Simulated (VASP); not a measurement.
# H (Pnma) in VASP: relaxation of cell and atoms with PBE

Aim: the relaxation of cell and atoms of H with PBE.

Everything below comes from runs of VASP 6.6.1. Logs are shortened: lines on timing, memory, paths and dates and some standing lists are left out, and cuts for length are marked.

## (1) The cell of the first run

The structure is orthorhombic, space group Pnma (No. 62). The conventional cell has a = 5.559 Å, b = 11.270 Å, c = 4.345 Å, α = 90.00°, β = 90.00°, γ = 90.00°. Within 1.0 Å of H (site symmetry m) lie 1 H at 0.75 Å. Within 1.0 Å of H (site symmetry m) lie 1 H at 0.75 Å. H (site symmetry 1) has 1 H at 0.75 Å within 1.0 Å.

## (2) Relaxation of cell and atoms, PBE

The input, INCAR:

```
SYSTEM = H
PREC = Accurate ; ENCUT = 600
EDIFF = 1E-6 ; ISMEAR = 0
SIGMA = 0.02 ; LREAL = Auto
LASPH = .True. ; NELM = 80
ALGO = Normal ; ISIF = 3
LWAVE = .False. ; LCHARG = .False.
GGA = PE ; IBRION = 2
NSW = 100 ; EDIFFG = -0.01
```

The input, KPOINTS:

```
regular mesh
0
Gamma
  4 2 6
  0 0 0
```

The input, POSCAR:

```
H
1.0
    5.5585706622      0.0000000000      0.0000000000
    0.0000000000     11.2696032822      0.0000000000
    0.0000000000      0.0000000000      4.3446175332
H
16
Direct
    0.5651767944      0.7500000000      0.4257666368
    0.0651767944      0.7500000000      0.0742333632
    0.4348232056      0.2500000000      0.5742333632
    0.9348232056      0.2500000000      0.9257666368
    0.6575843423      0.7500000000      0.5518174447
    0.1575843423      0.7500000000     -0.0518174447
    0.3424156577      0.2500000000      0.4481825553
    0.8424156577      0.2500000000      1.0518174447
    0.4535974496      0.9970403991      0.0623478050
    0.9535974496      0.5029596009      0.4376521950
    0.5464025504      0.4970403991      0.9376521950
    0.0464025504      0.0029596009      0.5623478050
    0.5464025504      0.0029596009      0.9376521950
    0.0464025504      0.4970403991      0.5623478050
    0.4535974496      0.5029596009      0.0623478050
    0.9535974496      0.9970403991      0.4376521950
```

Potentials or basis: VASP PAW PBE potentials, release 64 (H).

The run is started by

```bash
$ cat potpaw_PBE.64/H/POTCAR > POTCAR
$ mpirun -np 1 vasp_std > vasp.out
```

OUTCAR:

```text
SYSTEM = H
   PREC = Accurate
   ENCUT = 600
   EDIFF = 1E-6
   ISMEAR = 0
   LREAL = Auto
   LASPH = .True.
   NELM = 80
   ISIF = 3
   GGA = PE
   IBRION = 2
   NSW = 100
   EDIFFG = -0.01

 ion  position               nearest neighbor table
   1  0.565  0.750  0.426-   5 0.75
   2  0.065  0.750  0.074-   6 0.75
   3  0.435  0.250  0.574-   7 0.75
   4  0.935  0.250  0.926-   8 0.75
   5  0.658  0.750  0.552-   1 0.75
   6  0.158  0.750  0.948-   2 0.75
[... 8 lines left out ...]
  15  0.454  0.503  0.062-  11 0.75
  16  0.954  0.997  0.438-  12 0.75

  LATTYP: Found a simple orthorhombic cell.
 ALAT       =     4.3446175332
 B/A-ratio  =     1.2794154191
 C/A-ratio  =     2.5939229854

  Lattice vectors:

 A1 = (   0.0000000000,   0.0000000000,   4.3446175332)
 A2 = (   5.5585706622,   0.0000000000,   0.0000000000)
 A3 = (   0.0000000000,  11.2696032822,   0.0000000000)

Analysis of symmetry for initial positions (statically):
=====================================================================
 Subroutine PRICEL returns:
 Original cell was already a primitive cell.

 Routine SETGRP: Setting up the symmetry group for a
 simple orthorhombic supercell.

 Subroutine GETGRP returns: Found  8 space group operations
 (whereof  2 operations were pure point group operations)
 out of a pool of  8 trial point group operations.

The static configuration has the point symmetry S_2 .
 The point group associated with its full space group is D_2h.

Analysis of symmetry for dynamics (positions and initial velocities):
=====================================================================
 Subroutine PRICEL returns:
 Original cell was already a primitive cell.

 Routine SETGRP: Setting up the symmetry group for a
 simple orthorhombic supercell.

 Subroutine GETGRP returns: Found  8 space group operations
 (whereof  2 operations were pure point group operations)
 out of a pool of  8 trial point group operations.

The dynamic configuration has the point symmetry S_2 .
 The point group associated with its full space group is D_2h.

 Subroutine INISYM returns: Found  8 space group operations
 (whereof  2 operations are pure point group operations),
 and found     1 'primitive' translations

----------------------------------------------------------------------------------------

                                     Primitive cell

  volume of cell :     272.1594

  direct lattice vectors                    reciprocal lattice vectors
     5.558570662  0.000000000  0.000000000     0.179902364  0.000000000  0.000000000
     0.000000000 11.269603282  0.000000000     0.000000000  0.088734268  0.000000000
     0.000000000  0.000000000  4.344617533     0.000000000  0.000000000  0.230169858

  length of vectors
     5.558570662 11.269603282  4.344617533     0.179902364  0.088734268  0.230169858

  position of ions in fractional coordinates (direct lattice)
     0.565176794  0.750000000  0.425766637
     0.065176794  0.750000000  0.074233363
     0.434823206  0.250000000  0.574233363
     0.934823206  0.250000000  0.925766637
     0.657584342  0.750000000  0.551817445
     0.157584342  0.750000000  0.948182555
[... 8 lines left out ...]
     0.453597450  0.502959601  0.062347805
     0.953597450  0.997040399  0.437652195

  ion indices of the primitive-cell ions
   primitive index   ion index
                 1           1
                 2           2
                 3           3
                 4           4
                 5           5
                 6           6
[... 8 lines left out ...]
                15          15
                16          16

----------------------------------------------------------------------------------------

 KPOINTS: regular mesh

Automatic generation of k-mesh.
 Grid dimensions read from file:
 generate k-points for:    4    2    6

 Generating k-lattice:

  Cartesian coordinates                     Fractional coordinates (reciprocal lattice)
     0.044975591  0.000000000  0.000000000     0.250000000  0.000000000  0.000000000
     0.000000000  0.044367134  0.000000000     0.000000000  0.500000000  0.000000000
     0.000000000  0.000000000  0.038361643     0.000000000  0.000000000  0.166666667

  Length of vectors
     0.044975591  0.044367134  0.038361643

  Shift w.r.t. Gamma in fractional coordinates (k-lattice)
     0.000000000  0.000000000  0.000000000

 Subroutine IBZKPT returns following result:
 ===========================================

 Found     24 irreducible k-points:

 Following reciprocal coordinates:
            Coordinates               Weight
  0.000000  0.000000  0.000000      1.000000
  0.250000  0.000000  0.000000      2.000000
  0.500000  0.000000  0.000000      1.000000
  0.000000  0.500000  0.000000      1.000000
  0.250000  0.500000  0.000000      2.000000
  0.500000  0.500000  0.000000      1.000000
[... 16 lines left out ...]
  0.250000  0.500000  0.500000      2.000000
  0.500000  0.500000  0.500000      1.000000
   k-points           NKPTS =     24   k-points in BZ     NKDIM =     24   number of bands    NBANDS=     17
   number of dos      NEDOS =    301   number of ions     NIONS =     16
   total plane-waves  NPLWV = 155520
   dimension x,y,z NGX =    48 NGY =   90 NGZ =   36
   dimension x,y,z NGXF=    96 NGYF=  180 NGZF=   72
   ions per type =              16
   NGX,Y,Z   is equivalent  to a cutoff of  14.36, 13.28, 13.78 a.u.
   NGXF,Y,Z  is equivalent  to a cutoff of  28.71, 26.55, 27.55 a.u.
 SYSTEM =  H
   PREC   = accura    normal or accurate (medium, high low for compatibility)
   ISTART =      0    job   : 0-new  1-cont  2-samecut
   ICHARG =      2    charge: 1-file 2-atom 10-const
   ISPIN  =      1    spin polarized calculation?
   LNONCOLLINEAR =      F non collinear calculations
   LSORBIT =      F    spin-orbit coupling
   LASPH  =      T    aspherical Exc in radial PAW
   ENCUT  =  600.0 eV  44.10 Ry    6.64 a.u.  11.10 22.51  8.68*2*pi/ulx,y,z
   NELM   =     80;   NELMIN=  2; NELMDL= -5     # of ELM steps
   EDIFF  = 0.1E-05   stopping-criterion for ELM
   LREAL  =      T    real-space projection
   EDIFFG = -.1E-01   stopping-criterion for IOM
   NSW    =    100    number of steps for IOM
   IBRION =      2    ionic relax: 0-MD 1-quasi-New 2-CG
   NFREE  =      1    steps in history (QN), initial steepest desc. (CG)
   ISIF   =      3    stress and relaxation
   ISYM   =      2    0-nonsym 1-usesym 2-fastsym
   POTIM  = 0.5000    time-step for ionic-motion
   TEBEG  =    0.0;   TEEND  =   0.0 temperature during run
   PSTRESS=    0.0 pullay stress
   NELECT =      16.0000    total number of electrons
   NUPDOWN=      -1.0000    fix difference up-down
   EMIN   =  10.00;   EMAX   =-10.00  energy-range for DOS
   EFERMI =   0.00;   METHOD = LEGACY
   ISMEAR =     0;   SIGMA  =   0.02  broadening in eV -4-tet -1-fermi 0-gaus
   EFERMI_NEDOS =   21; number of points for ismear=-14 and -15
   IALGO  =     38    algorithm
   IMIX   =      4    mixing-type and parameters
     AMIX     =   0.40;   BMIX     =  1.00
     AMIX_MAG =   1.60;   BMIX_MAG =  1.00
  volume/ion in A,a.u.               =      17.01       114.79
  Fermi-wavevector in a.u.,A,eV,Ry     =   0.636562  1.202927  5.513225  0.405211
  Thomas-Fermi vector in A             =   1.701273
   LORBIT       =      0    0 simple, 1 ext, 2 COOP (PROOUT), +10 PAW based schemes
   GGA     = PE    functional components
   LHFCALC =     F    Hartree Fock is set to
   AEXX    =    0.0000 exact exchange contribution
   IVDW    =     0    specifies the selected vdW correction
   LEPSILON=     F    determine dielectric tensor
   LRPA    =     F    only Hartree local field effects (RPA)
 conjugate gradient relaxation of ions
 non-spin polarized calculation
 Gauss-broadening in eV      SIGMA  =   0.02
  energy-cutoff  :      600.00
  volume of cell :      272.16
 maximum number of plane-waves:      9112
 NGX is ok and might be reduce to    48
   NGX = 23   NGY = 45   NGZ = 17

--------------------------------------- Ionic step        1  -------------------------------------------

 number of electron      16.0000004 magnetization

 Free energy of the ion-electron system (eV)
  ---------------------------------------------------
  ext. energy  EPLUGINS =         0.00000000
  ---------------------------------------------------
  free energy    TOTEN  =       -54.33615024 eV

  energy without entropy =      -54.33615024  energy(sigma->0) =      -54.33615024

------------------------ aborting loop because EDIFF is reached ----------------------------------------

  FORCE on cell =-STRESS in cart. coord.  units (eV):
  Direction    XX          YY          ZZ          XY          YZ          ZX
  --------------------------------------------------------------------------------------
  -------------------------------------------------------------------------------------
  Total       -0.1983559     -0.0828785     -0.1709736      0.0000000      0.0000000      0.0000000
  in kB       -1.1677032     -0.4878980     -1.0065062      0.0000000      0.0000000      0.0000000
  external PRESSURE =      -0.8873691 kB  Pullay stress =       0.0000000 kB

 VOLUME and BASIS-vectors are now :
 -----------------------------------------------------------------------------
  energy-cutoff  :      600.00
  volume of cell :      272.16
      direct lattice vectors                 reciprocal lattice vectors
     5.558570662  0.000000000  0.000000000     0.179902364  0.000000000  0.000000000
     0.000000000 11.269603282  0.000000000     0.000000000  0.088734268  0.000000000
     0.000000000  0.000000000  4.344617533     0.000000000  0.000000000  0.230169858
[... 58 lines left out ...]
      0.87488      8.45009      4.11788         0.034006     -0.000000     -0.037741
[... 8 lines left out ...]
      2.52058      5.66665      0.26995        -0.045995      0.006076      0.048025
      5.29821     11.23353      1.90124        -0.045995     -0.006076     -0.048025
 -----------------------------------------------------------------------------------
    total drift:                               -0.000000      0.000000     -0.000000

  FREE ENERGIE OF THE ION-ELECTRON SYSTEM (eV)
  ---------------------------------------------------
  free  energy   TOTEN  =       -54.3359518760 eV

  energy  without entropy=      -54.3359518760  energy(sigma->0) =      -54.33595188

--------------------------------------- Ionic step        3  -------------------------------------------

 number of electron      16.0000004 magnetization

 Free energy of the ion-electron system (eV)
  ---------------------------------------------------
  ext. energy  EPLUGINS =         0.00000000
  ---------------------------------------------------
  free energy    TOTEN  =       -54.33624373 eV

  energy without entropy =      -54.33624373  energy(sigma->0) =      -54.33624373

 E-fermi :  -8.8885     XC(G=0):  -4.4822

 val. band max:       -9.0158065483   @ k =   0.0000   0.0000   0.0000
 cond. band min:       0.2762534012   @ k =   0.5000   0.0000   0.5000
 fundamental gap:      9.2920599495
 Fermi energy:        -8.8884538821

 k-point     1 :       0.0000    0.0000    0.0000
  band No.  band energies     occupation
      1     -10.2037      2.00000
      2      -9.8101      2.00000
      3      -9.8060      2.00000
      4      -9.3573      2.00000
      5      -9.1935      2.00000
      6      -9.1042      2.00000
[... 9 lines left out ...]
     16       2.7909      0.00000
     17       2.8583      0.00000
[... 483 lines left out ...]
      0.36239      8.45144      0.32225        -0.005635      0.000000      0.005311
      2.41629      2.81715      2.49416         0.005635      0.000000      0.005311
      5.19498      2.81715      4.02156         0.005635      0.000000     -0.005311
      3.65425      8.45144      2.39681         0.004821      0.000000      0.006644
      0.87556      8.45144      4.11891         0.004821     -0.000000     -0.006644
[... 8 lines left out ...]
      2.52108      5.66761      0.27054        -0.006472      0.000962      0.006516
      5.29976     11.23527      1.90136        -0.006472     -0.000962     -0.006516
 -----------------------------------------------------------------------------------
    total drift:                               -0.000000      0.000000     -0.000000

  FREE ENERGIE OF THE ION-ELECTRON SYSTEM (eV)
  ---------------------------------------------------
  free  energy   TOTEN  =       -54.3362437346 eV

  energy  without entropy=      -54.3362437346  energy(sigma->0) =      -54.33624373

 reached required accuracy - stopping structural energy minimisation
```

Run time: 1.9 min. Hardware: 1 thread of Intel Xeon 6975P-C (Granite Rapids), shared host; peak memory 0.41 GiB.

Results:

- Free energy: -54.3362 eV
- Relaxed volume: 17.00 Å³/atom
- Relaxed cell: a = 5.557 Å, b = 11.269 Å, c = 4.344 Å, α = 90.00°, β = 90.00°, γ = 90.00°
- Space group after relaxing (to 0.1 Å): Pnma (No. 62)
- Energy gained by relaxing: 0.0 meV/atom
- Ionic steps: 3
- Pressure after relaxing: -0.1 GPa
- Largest force after relaxing: 0.009 eV/Å
- Band gap on the k mesh: 9.29 eV (least direct gap 9.54 eV)

Forces on the atoms (eV/Å):
```
H   -0.006  0.000 -0.005
H   -0.006  0.000  0.005
H    0.006  0.000  0.005
H    0.006  0.000 -0.005
H    0.005  0.000  0.007
H    0.005  0.000 -0.007
H   -0.005  0.000 -0.007
H   -0.005  0.000  0.007
H   -0.006 -0.001  0.007
H   -0.006  0.001 -0.007
H    0.006 -0.001 -0.007
H    0.006  0.001  0.007
H    0.006  0.001 -0.007
H    0.006 -0.001  0.007
H   -0.006  0.001  0.007
H   -0.006 -0.001 -0.007
```

Final structure:
```
H
1.0
     5.55737    0.00000    0.00000
     0.00000   11.26859    0.00000
     0.00000    0.00000    4.34381
H
16
Direct
  0.56521 0.75000 0.42581
  0.06521 0.75000 0.07419
  0.43479 0.25000 0.57419
  0.93479 0.25000 0.92581
  0.65755 0.75000 0.55178
  0.15755 0.75000 0.94822
  0.34245 0.25000 0.44822
  0.84245 0.25000 0.05178
  0.45365 0.99704 0.06228
  0.95365 0.50296 0.43772
  0.54635 0.49704 0.93772
  0.04635 0.00296 0.56228
  0.54635 0.00296 0.93772
  0.04635 0.49704 0.56228
  0.45365 0.50296 0.06228
  0.95365 0.99704 0.43772
```

Caveat: this functional lacks dispersion, which holds the molecules together, so the pressure and a relaxed volume are unreliable. A k mesh can miss the band edges.
